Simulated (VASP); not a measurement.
# C in VASP: notebook

C is run at these levels: PBE, LDA, BLYP; tasks: single point.

Program: VASP 6.6.1. These are calculated values, not measurements. Logs are shortened: lines on timing, memory, paths and dates and some standing lists are left out, and cuts for length are marked.

### 1 The cell of the first run

The cell holds a slab with vacuum, 2 atoms: a = 2.456 Å, b = 2.456 Å, c = 8.524 Å, α = 90.00°, β = 90.00°, γ = 120.00°.

### 2 Single point, PBE

INCAR

```
ALGO = Normal
EDIFF = 1E-7
ENCUT = 520
GGA = PE
ISIF = 2
ISMEAR = 0
ISYM = 0
LASPH = T
LCHARG = F
LREAL = F
LWAVE = F
NBANDS = 11
NELM = 80
PREC = Accurate
SIGMA = 0.1
```

KPOINTS

```
k-points
0
Gamma
  3 7 2
```

POSCAR

```
C
1.0
    2.4561701622      0.0000000000      0.0000000000
   -1.2280850811      2.1271057565      0.0000000000
    0.0000000000      0.0000000000      8.5238033600
C
2
Direct
    0.3333333333      0.6666666667      0.0000000000
    0.6666666667      0.3333333333      0.0000000000
```

Potentials or basis: VASP PAW PBE potentials, release 64 (C).

Run with:

```sh
cat potpaw_PBE.64/C/POTCAR > POTCAR
mpirun -np 1 vasp_std > vasp.out
```

OUTCAR:

```text
EDIFF = 1E-7
   ENCUT = 520
   GGA = PE
   ISIF = 2
   ISMEAR = 0
   ISYM = 0
   LASPH = T
   LREAL = F
   NELM = 80
   PREC = Accurate

 ion  position               nearest neighbor table
   1  0.333  0.667  0.000-   2 1.42   2 1.42   2 1.42
   2  0.667  0.333  0.000-   1 1.42   1 1.42   1 1.42

IMPORTANT INFORMATION: All symmetrisations will be switched off!
NOSYMM: (Re-)initialisation of all symmetry stuff for point group C_1.

----------------------------------------------------------------------------------------

                                     Primitive cell

  volume of cell :      44.5329

  direct lattice vectors                    reciprocal lattice vectors
     2.456170162  0.000000000  0.000000000     0.407137916  0.235061185  0.000000000
    -1.228085081  2.127105756  0.000000000     0.000000000  0.470122370  0.000000000
     0.000000000  0.000000000  8.523803360     0.000000000  0.000000000  0.117318521

  length of vectors
     2.456170162  2.456170162  8.523803360     0.470122370  0.470122370  0.117318521

  position of ions in fractional coordinates (direct lattice)
     0.333333333  0.666666667  0.000000000
     0.666666667  0.333333333  0.000000000

  ion indices of the primitive-cell ions
   primitive index   ion index
                 1           1
                 2           2

----------------------------------------------------------------------------------------

 KPOINTS: k-points

Automatic generation of k-mesh.
 Grid dimensions read from file:
 generate k-points for:    3    7    2

 Generating k-lattice:

  Cartesian coordinates                     Fractional coordinates (reciprocal lattice)
     0.135712639  0.078353728  0.000000000     0.333333333 -0.000000000  0.000000000
     0.000000000  0.067160339  0.000000000     0.000000000  0.142857143  0.000000000
     0.000000000  0.000000000  0.058659260     0.000000000  0.000000000  0.500000000

  Length of vectors
     0.156707457  0.067160339  0.058659260

  Shift w.r.t. Gamma in fractional coordinates (k-lattice)
     0.000000000  0.000000000  0.000000000

 -----------------------------------------------------------------------------
|                                                                             |
|           W    W    AA    RRRRR   N    N  II  N    N   GGGG   !!!           |
|           W    W   A  A   R    R  NN   N  II  NN   N  G    G  !!!           |
|           W    W  A    A  R    R  N N  N  II  N N  N  G       !!!           |
|           W WW W  AAAAAA  RRRRR   N  N N  II  N  N N  G  GGG   !            |
|           WW  WW  A    A  R   R   N   NN  II  N   NN  G    G                |
|           W    W  A    A  R    R  N    N  II  N    N   GGGG   !!!           |
|                                                                             |
|     Your reciprocal lattice and k-lattice belong to different lattice       |
|     classes:                                                                |
|                                                                             |
|        The reciprocal lattice is hexagonal,                                 |
|        whereas your k-lattice is simple monoclinic.                         |
|                                                                             |
|     Results are often still useful ...                                      |
|                                                                             |
 -----------------------------------------------------------------------------

 WARNING: IBZKPT: internal override: KBLOWUP is changed to .FALSE.
      ... skipping the blow-up phase ...

 Subroutine IBZKPT returns following result:
 ===========================================

 Found     22 irreducible k-points:

 Following reciprocal coordinates:
            Coordinates               Weight
  0.000000  0.000000  0.000000      1.000000
  0.333333 -0.000000  0.000000      2.000000
  0.000000  0.142857  0.000000      2.000000
  0.333333  0.142857  0.000000      2.000000
 -0.333333  0.142857  0.000000      2.000000
  0.000000  0.285714  0.000000      2.000000
[... 14 lines left out ...]
  0.333333  0.428571  0.500000      2.000000
 -0.333333  0.428571  0.500000      2.000000
   k-points           NKPTS =     22   k-points in BZ     NKDIM =     22   number of bands    NBANDS=     11
   number of dos      NEDOS =    301   number of ions     NIONS =      2
   total plane-waves  NPLWV =  20736
   dimension x,y,z NGX =    18 NGY =   18 NGZ =   64
   dimension x,y,z NGXF=    36 NGYF=   36 NGZF=  128
   ions per type =               2
   NGX,Y,Z   is equivalent  to a cutoff of  12.18, 12.18, 12.48 a.u.
   NGXF,Y,Z  is equivalent  to a cutoff of  24.37, 24.37, 24.96 a.u.
 SYSTEM =  unknown system
   PREC   = accura    normal or accurate (medium, high low for compatibility)
   ISTART =      0    job   : 0-new  1-cont  2-samecut
   ICHARG =      2    charge: 1-file 2-atom 10-const
   ISPIN  =      1    spin polarized calculation?
   LNONCOLLINEAR =      F non collinear calculations
   LSORBIT =      F    spin-orbit coupling
   LASPH  =      T    aspherical Exc in radial PAW
   ENCUT  =  520.0 eV  38.22 Ry    6.18 a.u.   4.57  4.57 15.85*2*pi/ulx,y,z
   NELM   =     80;   NELMIN=  2; NELMDL= -5     # of ELM steps
   EDIFF  = 0.1E-06   stopping-criterion for ELM
   LREAL  =      F    real-space projection
   EDIFFG = 0.1E-05   stopping-criterion for IOM
   NSW    =      0    number of steps for IOM
   IBRION =     -1    ionic relax: 0-MD 1-quasi-New 2-CG
   NFREE  =      0    steps in history (QN), initial steepest desc. (CG)
   ISIF   =      2    stress and relaxation
   ISYM   =      0    0-nonsym 1-usesym 2-fastsym
   POTIM  = 0.5000    time-step for ionic-motion
   TEBEG  =    0.0;   TEEND  =   0.0 temperature during run
   PSTRESS=    0.0 pullay stress
   NELECT =       8.0000    total number of electrons
   NUPDOWN=      -1.0000    fix difference up-down
   EMIN   =  10.00;   EMAX   =-10.00  energy-range for DOS
   EFERMI =   0.00;   METHOD = LEGACY
   ISMEAR =     0;   SIGMA  =   0.10  broadening in eV -4-tet -1-fermi 0-gaus
   EFERMI_NEDOS =   21; number of points for ismear=-14 and -15
   IALGO  =     38    algorithm
   IMIX   =      4    mixing-type and parameters
     AMIX     =   0.40;   BMIX     =  1.00
     AMIX_MAG =   1.60;   BMIX_MAG =  1.00
  volume/ion in A,a.u.               =      22.27       150.26
  Fermi-wavevector in a.u.,A,eV,Ry     =   0.923729  1.745594 11.609511  0.853275
  Thomas-Fermi vector in A             =   2.049397
   LORBIT       =      0    0 simple, 1 ext, 2 COOP (PROOUT), +10 PAW based schemes
   GGA     = PE    functional components
   LHFCALC =     F    Hartree Fock is set to
   AEXX    =    0.0000 exact exchange contribution
   IVDW    =     0    specifies the selected vdW correction
   LEPSILON=     F    determine dielectric tensor
   LRPA    =     F    only Hartree local field effects (RPA)
 non-spin polarized calculation
 Gauss-broadening in eV      SIGMA  =   0.10
  energy-cutoff  :      520.00
  volume of cell :       44.53
 maximum number of plane-waves:      1220
 NGX is ok and might be reduce to    18
   NGX =  9   NGY =  9   NGZ = 31

 number of electron       7.9999997 magnetization

 Free energy of the ion-electron system (eV)
  ---------------------------------------------------
  ext. energy  EPLUGINS =         0.00000000
  ---------------------------------------------------
  free energy    TOTEN  =       -18.35450860 eV

  energy without entropy =      -18.35450860  energy(sigma->0) =      -18.35450860

 E-fermi :  -0.9591     XC(G=0):  -4.9943

 val. band max:       -1.4500085548   @ k =   0.3333   0.2857   0.0000
 cond. band min:       0.0837118353   @ k =   0.3333   0.2857   0.5000
 fundamental gap:      1.5337203901
 Fermi energy:        -0.9590703061

 k-point     1 :       0.0000    0.0000    0.0000
  band No.  band energies     occupation
      1     -20.2894      2.00000
      2      -8.3720      2.00000
      3      -3.7188      2.00000
      4      -3.6980      2.00000
      5       2.2779      0.00000
      6       4.5955      0.00000
      7       6.2881      0.00000
      8       7.7066      0.00000
      9       7.7210      0.00000
     10      10.9012      0.00000
     11      12.0939      0.00000

 k-point     2 :       0.3333   -0.0000    0.0000
  band No.  band energies     occupation
      1     -17.6853      2.00000
      2     -10.3448      2.00000
      3      -6.4790      2.00000
      4      -5.3468      2.00000
      5       4.2827      0.00000
      6       5.8699      0.00000
      7       7.1474      0.00000
      8       8.1159      0.00000
      9       9.8168      0.00000
     10      15.2027      0.00000
     11      15.4703      0.00000

 k-point     3 :       0.0000    0.1429    0.0000
  band No.  band energies     occupation
      1     -19.8047      2.00000
      2      -7.7933      2.00000
      3      -5.4744      2.00000
      4      -4.5968      2.00000
      5       2.9400      0.00000
      6       5.2407      0.00000
      7       6.9075      0.00000
      8       7.8143      0.00000
      9       9.3103      0.00000
     10       9.6568      0.00000
     11      13.0091      0.00000

 k-point     4 :       0.3333    0.1429    0.0000
  band No.  band energies     occupation
      1     -16.1549      2.00000
      2     -11.9339      2.00000
      3      -8.2967      2.00000
      4      -3.7009      2.00000
      5       2.2116      0.00000
      6       8.0512      0.00000
      7       8.9016      0.00000
      8       9.9476      0.00000
      9      11.8963      0.00000
     10      13.4194      0.00000
     11      13.6218      0.00000

 k-point     5 :      -0.3333    0.1429    0.0000
  band No.  band energies     occupation
      1     -18.3150      2.00000
      2      -8.5433      2.00000
      3      -7.0569      2.00000
      4      -6.0464      2.00000
      5       4.9978      0.00000
      6       5.7333      0.00000
      7       7.2100      0.00000
      8       8.8234      0.00000
      9       9.3213      0.00000
     10      11.3106      0.00000
     11      14.5863      0.00000
[... 183 lines left out ...]
 k-point    19 :      -0.3333    0.2857    0.5000
  band No.  band energies     occupation
      1     -17.9995      2.00000
      2      -9.6894      2.00000
      3      -6.4742      2.00000
      4      -5.6952      2.00000
      5       4.9056      0.00000
      6       6.0997      0.00000
      7       6.2712      0.00000
      8       7.4789      0.00000
      9      11.1679      0.00000
     10      13.2909      0.00000
     11      14.1823      0.00000

 k-point    20 :       0.0000    0.4286    0.5000
  band No.  band energies     occupation
      1     -16.0586      2.00000
      2     -12.7422      2.00000
      3      -7.0003      2.00000
      4      -3.7194      2.00000
      5       1.8620      0.00000
      6       6.8700      0.00000
      7       8.8357      0.00000
      8       9.0299      0.00000
      9      13.0744      0.00000
     10      13.1422      0.00000
     11      13.8539      0.00000

 k-point    21 :       0.3333    0.4286    0.5000
  band No.  band energies     occupation
      1     -14.7317      2.00000
      2     -12.5870      2.00000
      3     -10.1890      2.00000
      4      -2.2379      2.00000
      5       0.8202      0.00000
      6      10.1272      0.00000
      7      10.6747      0.00000
      8      11.3710      0.00000
      9      11.9517      0.00000
     10      12.8411      0.00000
     11      14.5568      0.00000

 k-point    22 :      -0.3333    0.4286    0.5000
  band No.  band energies     occupation
      1     -16.7602      2.00000
      2     -11.4655      2.00000
      3      -7.4693      2.00000
      4      -4.3429      2.00000
      5       2.9108      0.00000
      6       7.7215      0.00000
      7       7.9887      0.00000
      8       8.0226      0.00000
      9      12.4089      0.00000
     10      14.0873      0.00000
     11      14.9169      0.00000

------------------------ aborting loop because EDIFF is reached ----------------------------------------

  FORCE on cell =-STRESS in cart. coord.  units (eV):
  Direction    XX          YY          ZZ          XY          YZ          ZX
  --------------------------------------------------------------------------------------
  -------------------------------------------------------------------------------------
  Total        0.3142143      1.0306593     -0.0102941      0.4310761      0.0000002     -0.0000003
  in kB       11.3046099     37.0804275     -0.3703565     15.5089909      0.0000072     -0.0000108
  external PRESSURE =      16.0048936 kB  Pullay stress =       0.0000000 kB

 VOLUME and BASIS-vectors are now :
 -----------------------------------------------------------------------------
  energy-cutoff  :      520.00
  volume of cell :       44.53
      direct lattice vectors                 reciprocal lattice vectors
     2.456170162  0.000000000  0.000000000     0.407137916  0.235061185  0.000000000
    -1.228085081  2.127105756  0.000000000     0.000000000  0.470122370  0.000000000
     0.000000000  0.000000000  8.523803360     0.000000000  0.000000000  0.117318521

 POSITION                                       TOTAL-FORCE (eV/Angst)
 -----------------------------------------------------------------------------------
     -0.00000      1.41807      0.00000         0.437122     -0.314731     -0.000000
      1.22809      0.70904      0.00000        -0.437122      0.314731      0.000000
 -----------------------------------------------------------------------------------
    total drift:                               -0.000001      0.000001      0.000010

  FREE ENERGIE OF THE ION-ELECTRON SYSTEM (eV)
  ---------------------------------------------------
  free  energy   TOTEN  =       -18.3545085976 eV

  energy  without entropy=      -18.3545085976  energy(sigma->0) =      -18.35450860
```

It took 5.5 s on 1 thread of Intel Xeon Platinum 8481C at 2.70GHz (Sapphire Rapids), shared host; peak memory 0.14 GiB.

What came out:

| Property | Result |
| --- | --- |
| Free energy | -18.3545 eV |
| Largest force | 0.539 eV/Å |
| Band gap on the k mesh | 1.53 eV, direct |

Forces on the atoms (eV/Å):
```
C    0.437 -0.315  0.000
C   -0.437  0.315  0.000
```

Caveat: the k points lie up to 0.98 Å⁻¹ apart.

[end of part 1 of 2]
